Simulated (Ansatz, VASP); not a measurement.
ZrSe2: VASP beside Ansatz

The input POSCAR:

```
ZrSe2
1.0
    3.7979999980      0.0000000000      0.0000000000
   -1.8989999990      3.2891644820      0.0000000000
    0.0000000000      0.0000000000     26.3295868590
Se Zr
2 1
Direct
    0.6666666667      0.3333333333      0.4399004351
    0.3333333333      0.6666666667      0.5600995649
    0.0000000000      0.0000000000      0.5000000000
```

INCAR.step1

```
SYSTEM = ZrSe2
PREC     = Accurate       ! precision mode
ENCUT    = 400            ! plane-wave cutoff, eV
EDIFF    = 1E-5           ! SCF threshold, eV
ISMEAR   = 0              ! smearing method
SIGMA    = 0.01           ! smearing width, eV
LREAL    = .False.        ! projectors in reciprocal space
LASPH    = .True.         ! aspherical terms in the spheres
NELM     = 120            ! most SCF steps
ALGO     = Normal         ! electronic algorithm
ISIF     = 2              ! what is computed and relaxed
LWAVE    = .True.         ! write WAVECAR
LDIPOL   = .True.       
IDIPOL   = 3            
DIPOL    = 0.5 0.5 0.500
GGA      = PE             ! functional
NBANDS   = 19             ! bands
GGA_COMPAT= .False.      
NELMDL   = -8
```

File INCAR.step2:

```
SYSTEM = ZrSe2
PREC     = Accurate       ! precision mode
ENCUT    = 400            ! plane-wave cutoff, eV
EDIFF    = 1E-6           ! SCF threshold, eV
ISMEAR   = 0              ! smearing method
SIGMA    = 0.01           ! smearing width, eV
LREAL    = .False.        ! projectors in reciprocal space
LASPH    = .True.         ! aspherical terms in the spheres
NELM     = 120            ! most SCF steps
ALGO     = Normal         ! electronic algorithm
ISIF     = 2              ! what is computed and relaxed
LWAVE    = .False.        ! write WAVECAR
LCHARG   = .True.         ! write CHGCAR
LDIPOL   = .True.       
IDIPOL   = 3            
DIPOL    = 0.5 0.5 0.500
GGA      = PE             ! functional
LHFCALC  = .True.         ! exact exchange
HFSCREEN = 0.2079         ! screening, 1/A
PRECFOCK = Normal       
LELF     = .True.         ! ELF
LVHAR    = .True.       
LVACPOTAV= .True.       
ISTART   = 1            
NBANDS   = 19             ! bands
GGA_COMPAT= .False.
```

The input KPOINTS:

```
regular mesh
0
Gamma
  6 6 1
  0 0 0
```

Input for Ansatz:

```yaml
crystal:
  lattice:
    - [3.797999998, 0.0, 0.0]
    - [-1.898999999, 3.289164482, 0.0]
    - [0.0, 0.0, 26.329586859]
  atoms:
    - { symbol: Se, position: [0.6666666667, 0.3333333333, 0.4399004351] }
    - { symbol: Zr, position: [0.0, 0.0, 0.5] }
    - { symbol: Se, position: [0.3333333333, 0.6666666667, 0.5600995649] }
  periodic: [true, true, false]
basis:
  ecutwfc: 420
kpoints:
  mp_grid: { grid: [6, 6, 1] }
  band_path:
    path:
      - [0.0, 0.0, 0.0]
      - [0.5, 0.0, 0.0]
      - [0.333333333, 0.333333333, 0.0]
      - [0.185185185, 0.185185185, 0.0]
    npoints: 1
scf:
  occupations: { method: fixed }
  n_extra_bands: 6
hamiltonian:
  xc: hse06
  pseudopotentials: { kind: paw, azcp: { folder: soft_1 } }
output:
  eigenvalues: true
```

Alike in both runs: task single point; functional HSE06; k mesh 6 × 6 × 1; no spin polarisation.

```csv
,VASP,Ansatz
version,VASP 6.6.1,Ansatz 0.2.0
potentials or method,"VASP PAW PBE potentials, release 64 (Se, Zr_sv), cutoff 400 eV","plane-wave PAW, scalar-relativistic"
occupations,"gaussian, width 0.01 eV",fixed
valence electrons in the cell,24,44
```

Ansatz gave:

* gap on the k mesh at the Fermi level (eV): 1.16

Question: What did VASP give for the same quantities?

Answer: gap on the k mesh at the Fermi level (eV): 1.17.

VASP's potentials hold 24 valence electrons a cell and Ansatz's 44, so a difference there can come from the potentials and not from the codes. Ansatz's warnings: slab cell height set.
